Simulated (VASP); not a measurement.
# Yb3InC (Pm-3m) in VASP: a series of runs

The runs below take Yb3InC through single point, with PBE.

Everything below comes from runs of VASP 6.6.1. Logs are shortened: lines on timing, memory, paths and dates and some standing lists are left out, and cuts for length are marked.

## Step 1: The cell of the first run

The structure is cubic, space group Pm-3m (No. 221). The conventional cell has a = 4.960 Å, b = 4.960 Å, c = 4.960 Å, α = 90.00°, β = 90.00°, γ = 90.00°. Yb (site symmetry 4/mmm) has 2 C at 2.48 Å within 3.3 Å. In (site symmetry m-3m) has 12 Yb at 3.51 Å and 8 C at 4.30 Å within 4.6 Å. C (site symmetry m-3m) has 6 Yb at 2.48 Å within 3.3 Å.

## Step 2: Single point, PBE, collinear spin, ferromagnetic start

INCAR reads:

```
SYSTEM = Yb3InC
PREC     = Accurate       ! precision mode
ENCUT    = 520            ! plane-wave cutoff, eV
EDIFF    = 1E-7           ! SCF threshold, eV
ISMEAR   = -1             ! smearing method
SIGMA    = 0.05           ! smearing width, eV
LREAL    = .FALSE.        ! projectors in reciprocal space
LASPH    = .TRUE.         ! aspherical terms in the spheres
NELM     = 150            ! most SCF steps
ALGO     = Normal         ! electronic algorithm
ISIF     = 2              ! what is computed and relaxed
LWAVE    = .FALSE.        ! write WAVECAR
LCHARG   = .FALSE.        ! write CHGCAR
ISPIN    = 2              ! spin polarisation
MAGMOM   = 1 1 1 0 0      ! initial moments
LORBIT   = 11             ! projections on sites
LMAXMIX  = 6              ! l up to which the mixer works
GGA      = PE             ! functional
NBANDS   = 56             ! bands
```

KPOINTS reads:

```
regular mesh
0
G
  5 5 5
  0 0 0
```

POSCAR reads:

```
Yb3InC
1.0
    4.9598864262      0.0000000000      0.0000000000
    0.0000000000      4.9598864262      0.0000000000
    0.0000000000      0.0000000000      4.9598864262
Yb In C
3 1 1
Direct
    0.0000000000      0.5000000000      0.5000000000
    0.5000000000      0.5000000000      0.0000000000
    0.5000000000      0.0000000000      0.5000000000
    0.0000000000      0.0000000000      0.0000000000
    0.5000000000      0.5000000000      0.5000000000
```

Potentials or basis: VASP PAW PBE potentials, release 64 (Yb, In_d, C).

On the command line:

```
$ cat potpaw_PBE.64/Yb/POTCAR potpaw_PBE.64/In_d/POTCAR potpaw_PBE.64/C/POTCAR > POTCAR
$ mpirun -np 1 vasp_std > vasp.out
```

OUTCAR:

```text
SYSTEM = Yb3InC
   PREC = Accurate
   ENCUT = 520
   EDIFF = 1E-7
   ISMEAR = -1
   LREAL = .FALSE.
   LASPH = .TRUE.
   NELM = 150
   ISIF = 2
   ISPIN = 2
   LORBIT = 11
   GGA = PE

 ion  position               nearest neighbor table
   1  0.000  0.500  0.500-   5 2.48   5 2.48   4 3.51   2 3.51   2 3.51   4 3.51   3 3.51   4 3.51
                             4 3.51   2 3.51   3 3.51   3 3.51   2 3.51   3 3.51
   2  0.500  0.500  0.000-   5 2.48   5 2.48   4 3.51   1 3.51   1 3.51   3 3.51   3 3.51   3 3.51
                             4 3.51   3 3.51   1 3.51   4 3.51   1 3.51   4 3.51
   3  0.500  0.000  0.500-   5 2.48   5 2.48   4 3.51   1 3.51   2 3.51   4 3.51   1 3.51   2 3.51
                             2 3.51   2 3.51   1 3.51   4 3.51   4 3.51   1 3.51
   4  0.000  0.000  0.000-   1 3.51   2 3.51   3 3.51   1 3.51   3 3.51   1 3.51   2 3.51   1 3.51
                             2 3.51   3 3.51   3 3.51   2 3.51
   5  0.500  0.500  0.500-   1 2.48   2 2.48   3 2.48   2 2.48   3 2.48   1 2.48

  LATTYP: Found a simple cubic cell.
 ALAT       =     4.9598864262

  Lattice vectors:

 A1 = (   4.9598864262,   0.0000000000,   0.0000000000)
 A2 = (   0.0000000000,   4.9598864262,   0.0000000000)
 A3 = (   0.0000000000,   0.0000000000,   4.9598864262)

Analysis of symmetry for initial positions (statically):
=====================================================================
 Subroutine PRICEL returns:
 Original cell was already a primitive cell.

 Routine SETGRP: Setting up the symmetry group for a
 simple cubic supercell.

 Subroutine GETGRP returns: Found 48 space group operations
 (whereof 48 operations were pure point group operations)
 out of a pool of 48 trial point group operations.

The static configuration has the point symmetry O_h .

Analysis of symmetry for dynamics (positions and initial velocities):
=====================================================================
 Subroutine PRICEL returns:
 Original cell was already a primitive cell.

 Routine SETGRP: Setting up the symmetry group for a
 simple cubic supercell.

 Subroutine GETGRP returns: Found 48 space group operations
 (whereof 48 operations were pure point group operations)
 out of a pool of 48 trial point group operations.

The dynamic configuration has the point symmetry O_h .

Analysis of structural, dynamic, and magnetic symmetry:
=====================================================================
 Subroutine PRICEL returns:
 Original cell was already a primitive cell.

 Routine SETGRP: Setting up the symmetry group for a
 simple cubic supercell.

 Subroutine GETGRP returns: Found 48 space group operations
 (whereof 48 operations were pure point group operations)
[... 132 lines left out ...]

 number of electron      88.9999988 magnetization       0.0022754

 Free energy of the ion-electron system (eV)
  ---------------------------------------------------
  ext. energy  EPLUGINS =         0.00000000
  ---------------------------------------------------
  free energy    TOTEN  =       -23.51382385 eV

  energy without entropy =      -23.40462366  energy(sigma->0) =      -23.45922376

 E-fermi :   2.9978     XC(G=0): -10.3951

 val. band max:        2.9936801353   @ k =   0.2000   0.2000   0.0000
 cond. band min:       3.0163787810   @ k =   0.4000   0.2000   0.2000
 fundamental gap:      0.0226986457
 Fermi energy:         2.9977936658

 spin component 1

 k-point     1 :       0.0000    0.0000    0.0000
  band No.  band energies     occupation
      1     -48.3501      1.00000
      2     -48.3148      1.00000
      3     -48.3148      1.00000
      4     -20.8033      1.00000
      5     -20.8033      1.00000
      6     -20.8033      1.00000
[... 579 lines left out ...]
     55       8.2651      0.00000
     56       9.2099      0.00000
 Fermi energy:         2.9977936658

 spin component 2

 k-point     1 :       0.0000    0.0000    0.0000
  band No.  band energies     occupation
      1     -48.3500      1.00000
      2     -48.3147      1.00000
      3     -48.3147      1.00000
      4     -20.8033      1.00000
      5     -20.8033      1.00000
      6     -20.8033      1.00000
[... 579 lines left out ...]
     55       8.2651      0.00000
     56       9.2101      0.00000

------------------------ aborting loop because EDIFF is reached ----------------------------------------

  FORCE on cell =-STRESS in cart. coord.  units (eV):
  Direction    XX          YY          ZZ          XY          YZ          ZX
  --------------------------------------------------------------------------------------
  -------------------------------------------------------------------------------------
  Total       -0.9994504     -0.9994504     -0.9994504     -0.0000000     -0.0000000      0.0000000
  in kB      -13.1237098    -13.1237098    -13.1237098     -0.0000000     -0.0000000      0.0000000
  external PRESSURE =     -13.1237098 kB  Pullay stress =       0.0000000 kB

 VOLUME and BASIS-vectors are now :
 -----------------------------------------------------------------------------
  energy-cutoff  :      520.00
  volume of cell :      122.02
      direct lattice vectors                 reciprocal lattice vectors
     4.959886426  0.000000000  0.000000000     0.201617520  0.000000000  0.000000000
     0.000000000  4.959886426  0.000000000     0.000000000  0.201617520  0.000000000
     0.000000000  0.000000000  4.959886426     0.000000000  0.000000000  0.201617520

 POSITION                                       TOTAL-FORCE (eV/Angst)
 -----------------------------------------------------------------------------------
      0.00000      2.47994      2.47994         0.000000      0.000000      0.000000
      2.47994      2.47994      0.00000         0.000000      0.000000      0.000000
      2.47994      0.00000      2.47994         0.000000      0.000000      0.000000
      0.00000      0.00000      0.00000         0.000000      0.000000      0.000000
      2.47994      2.47994      2.47994         0.000000      0.000000      0.000000
 -----------------------------------------------------------------------------------
    total drift:                               -0.000000     -0.000000     -0.000000

  FREE ENERGIE OF THE ION-ELECTRON SYSTEM (eV)
  ---------------------------------------------------
  free  energy   TOTEN  =       -23.5138238486 eV

  energy  without entropy=      -23.4046236649  energy(sigma->0) =      -23.45922376

 total charge

# of ion       s       p       d       f       tot
--------------------------------------------------
    1        2.168   6.060   0.410  13.485  22.123
    2        2.168   6.060   0.410  13.485  22.123
    3        2.168   6.060   0.410  13.485  22.123
    4        0.899   0.704   9.808   0.000  11.412
    5        0.891   1.391   0.000   0.000   2.282
--------------------------------------------------
tot          8.293  20.276  11.037  40.455  80.062

 magnetization (x)

# of ion       s       p       d       f       tot
--------------------------------------------------
    1       -0.000   0.000   0.000   0.000   0.000
    2       -0.000   0.000   0.000   0.000   0.000
    3       -0.000   0.000   0.000   0.000   0.000
    4       -0.000   0.000  -0.000   0.000   0.000
    5        0.000   0.000   0.000   0.000   0.000
--------------------------------------------------
tot         -0.000   0.000   0.000   0.001   0.002
```

OSZICAR:

```text
N       E                     dE             d eps       ncg     rms          rms(c)
DAV:   1     0.968918137145E+03    0.96892E+03   -0.26672E+04  3528   0.101E+04
DAV:   2     0.228773711511E+03   -0.74014E+03   -0.68487E+03  3824   0.169E+03
[... 13 lines left out ...]
DAV:  82    -0.235138234218E+02   -0.14988E-05   -0.15409E-05  4192   0.538E-02    0.701E-02
DAV:  83    -0.235138234742E+02   -0.52361E-07   -0.16696E-06  3272   0.167E-02    0.593E-02
DAV:  84    -0.235138236705E+02   -0.19635E-06   -0.80908E-07  2456   0.191E-02    0.537E-02
DAV:  85    -0.235138237898E+02   -0.11924E-06   -0.13490E-07  1424   0.152E-02    0.545E-02
DAV:  86    -0.235138239008E+02   -0.11099E-06   -0.21011E-07  1768   0.103E-02    0.447E-02
DAV:  87    -0.235138238486E+02    0.52158E-07   -0.11101E-07  1424   0.846E-03
   1 F= -.23513824E+02 E0= -.23459224E+02  d E =-.109200E+00  mag=     0.0008
```

It took 16 min on 1 thread of Intel Xeon Platinum 8488C (Sapphire Rapids), shared host; peak memory 0.36 GiB.

What came out:

```yaml
Free_energy: -23.5138 eV
Pressure: -1.3 GPa
Net_moment: 0.00 μB per cell
Valence_electrons_inside_the_program's_atomic_spheres: Yb 22.12; In 11.41; C 2.28
```

Levels at points of the mesh, in eV from the Fermi level:
Spin up:
| k point | band 42 | band 43 | band 44 | band 45 | band 46 | band 47 |
| --- | --- | --- | --- | --- | --- | --- |
| (0.00, 0.00, 0.00) | 0.08 | 0.14 | 0.14 | 0.14 | 1.09 | 1.09 |
Spin down:
```tsv
k point	band 40	band 41	band 42	band 43	band 44	band 45	band 46	band 47	band 48	band 49
(0.00, 0.00, 0.00)	-0.31	0.08	0.08	0.14	0.14	0.14	1.09	1.09	1.09	2.18
```

Caveat: spin-orbit coupling is left out, which moves the levels of the heavy elements. The state reached can hang on the start; a lower one may exist.

## Step 3: Single point, PBE, collinear spin, ferromagnetic start

This run uses another cell than the first one, of 24.92 Å³/atom.

INCAR reads:

```
PREC = Accurate ; ENCUT = 520
EDIFF = 1E-6 ; ISMEAR = -1
SIGMA = 0.05 ; LREAL = False
LASPH = True ; NELM = 150
ALGO = Normal ; ISIF = 2
LWAVE = False ; LCHARG = False
ISPIN = 2 ; MAGMOM = 1 1 1 0 0
LORBIT = 11 ; LMAXMIX = 6
GGA = PE ; NBANDS = 56
```

KPOINTS reads:

```
Automatic mesh
0
Gamma
  5 5 5
```

POSCAR, as its differences from that of step 2:

```diff
@@ -2,5 +2,5 @@
 1.0
-    4.9598864262      0.0000000000      0.0000000000
-    0.0000000000      4.9598864262      0.0000000000
-    0.0000000000      0.0000000000      4.9598864262
+    4.9948163547      0.0000000000      0.0000000000
+    0.0000000000      4.9948163547      0.0000000000
+    0.0000000000      0.0000000000      4.9948163547
 Yb In C
```

Potentials or basis: VASP PAW PBE potentials, release 64 (Yb, In_d, C).

On the command line:

```
$ cat potpaw_PBE.64/Yb/POTCAR potpaw_PBE.64/In_d/POTCAR potpaw_PBE.64/C/POTCAR > POTCAR
$ mpirun -np 1 vasp_std > vasp.out
```

Run time: 27 min. Hardware: 1 thread of Intel Xeon Platinum 8488C (Sapphire Rapids), shared host; peak memory 0.36 GiB.

The run converged. Its results:

```
Free energy                                           : -23.4880 eV
Pressure                                              : -0.7 GPa
Net moment                                            : 0.09 μB per cell
Valence electrons inside the program's atomic spheres : Yb 22.11; In 11.40; C 2.27
```

Levels at points of the mesh, in eV from the Fermi level:
Spin up:
```csv
k point,band 42,band 43,band 44,band 45,band 46,band 47
"(0.00, 0.00, 0.00)",0.09,0.11,0.11,0.11,1.12,1.12
```
Spin down:
```tsv
k point	band 41	band 42	band 43	band 44	band 45	band 46	band 47	band 48
(0.00, 0.00, 0.00)	0.09	0.09	0.12	0.12	0.12	1.12	1.12	1.12
```

Caveat: spin-orbit coupling is left out, which moves the levels of the heavy elements. The state reached can hang on the start; a lower one may exist.

## Step 4: Single point, PBE, collinear spin, ferromagnetic start

This run uses another cell than the first one, of 25.44 Å³/atom.

INCAR reads:

```
ALGO     = Normal         # electronic algorithm
EDIFF    = 1E-6           # SCF threshold, eV
ENCUT    = 520            # plane-wave cutoff, eV
GGA      = PE             # functional
ISIF     = 2              # what is computed and relaxed
ISMEAR   = -1             # smearing method
ISPIN    = 2              # spin polarisation
LASPH    = T              # aspherical terms in the spheres
LCHARG   = F              # write CHGCAR
LMAXMIX  = 6              # l up to which the mixer works
LORBIT   = 11             # projections on sites
LREAL    = F              # projectors in reciprocal space
LWAVE    = F              # write WAVECAR
MAGMOM   = 1 1 1 0 0      # initial moments
NBANDS   = 56             # bands
NELM     = 150            # most SCF steps
PREC     = Accurate       # precision mode
SIGMA    = 0.05           # smearing width, eV
```

KPOINTS reads:

```
k-points
0
Gamma
  5 5 5
```

POSCAR, as its differences from that of step 3:

```diff
@@ -2,5 +2,5 @@
 1.0
-    4.9948163547      0.0000000000      0.0000000000
-    0.0000000000      4.9948163547      0.0000000000
-    0.0000000000      0.0000000000      4.9948163547
+    5.0292644526      0.0000000000      0.0000000000
+    0.0000000000      5.0292644526      0.0000000000
+    0.0000000000      0.0000000000      5.0292644526
 Yb In C
```

On the command line:

```
$ cat potpaw_PBE.64/Yb/POTCAR potpaw_PBE.64/In_d/POTCAR potpaw_PBE.64/C/POTCAR > POTCAR
$ mpirun -np 1 vasp_std > vasp.out
```

Run time: 18 min. Hardware: 1 thread of Intel Xeon Platinum 8488C (Sapphire Rapids), shared host; peak memory 0.36 GiB.

It converged, with:

| Quantity | Value |
| --- | --- |
| Free energy | -23.4472 eV |
| Pressure | -3.5 GPa |
| Net moment | 0.03 μB per cell |
| Valence electrons inside the program's atomic spheres | Yb 22.09; In 11.39; C 2.26 |

Levels at points of the mesh, in eV from the Fermi level:
Spin up:
```
           k point  band 42  band 43  band 44  band 45  band 46  band 47
(0.00, 0.00, 0.00)     0.09     0.09     0.11     0.11     1.15     1.15
```
Spin down:
```tsv
k point	band 42	band 43	band 44	band 45	band 46	band 47
(0.00, 0.00, 0.00)	0.10	0.10	0.11	0.11	1.15	1.15
```

Caveat: the cell stands under tension; spin-orbit coupling is left out, which moves the levels of the heavy elements.

## Step 5: Overview

```csv
cell,gap on the mesh (eV),pressure (GPa),moment (μB)
"a = 4.960 Å, 5 atoms",none,-1.3,0.00
"a = 4.995 Å, 5 atoms",none,-0.7,0.09
"a = 5.029 Å, 5 atoms",none,-3.5,0.03
```

Alike in all rows: task single point; level PBE; potentials or basis VASP PAW PBE potentials, release 64 (Yb, In_d, C); spin collinear, ferromagnetic start; k mesh 5 × 5 × 5; cutoff (eV) 520; smearing fermi-dirac 0.05 eV.

Caveats: spin-orbit coupling is left out, which moves the levels of the heavy elements; the cell stands under tension (at least some runs).

Absolute energies hang on the potentials; compare differences alone.

The gap in the log of VASP goes by the Fermi energy; the results here count the filled bands.